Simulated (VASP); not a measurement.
Write the native input for VASP 6.6.1 that does the following.

```yaml
Task: single point
Functional: PBE
Potentials_or_basis: VASP PAW PBE potentials, release 64 (C)
Cutoff: 520 eV
k_mesh: 8 × 8 × 8
Occupations: gaussian, width 0.1 eV
Spin: collinear spin
Starting_moments: "[1.0, 1.0, 1.0] μB"
Dipole_correction: no
Further_INCAR_settings: ALGO = Normal; EDIFF = 1e-06; NBANDS = 17
```

The structure of C lies in POSCAR:

```
C
1.0
   -1.6874529200      1.6874529200      1.6874529200
    1.6874529200     -1.6874529200      1.6874529200
    1.6874529200      1.6874529200     -1.6874529200
C
3
Direct
    0.0000000000      0.5000000000      0.5000000000
    0.5000000000      0.0000000000      0.5000000000
    0.5000000000      0.5000000000      0.0000000000
```

The cell was built from a structure type or drawn by symmetry, and may not be a known phase.

These files were run (other wordings do the same):

INCAR

```
ALGO = Normal
EDIFF = 1E-6
ENCUT = 520
GGA = PE
ISIF = 2
ISMEAR = 0
ISPIN = 2
LASPH = True
LCHARG = False
LORBIT = 11
LREAL = False
LWAVE = False
MAGMOM = 1 1 1
NBANDS = 17
NELM = 150
PREC = Accurate
SIGMA = 0.1
```

KPOINTS

```
k-points
0
Gamma
  8 8 8
```

Potentials or basis: VASP PAW PBE potentials, release 64 (C).

The run is started by

```sh
$ cat potpaw_PBE.64/C/POTCAR > POTCAR
$ mpirun -np 1 vasp_std > vasp.out
```

Results of the run:

```
Pressure                                              : -11.9 GPa
Band gap on the k mesh                                : zero (filled and empty bands overlap)
Net moment                                            : 0.00 μB per cell
Valence electrons inside the program's atomic spheres : C 2.27
```

Caveat: the cell stands under tension.

Run time: 31 s on 1 thread of Intel Xeon 8259CL (shared host), peak memory 0.14 GiB.
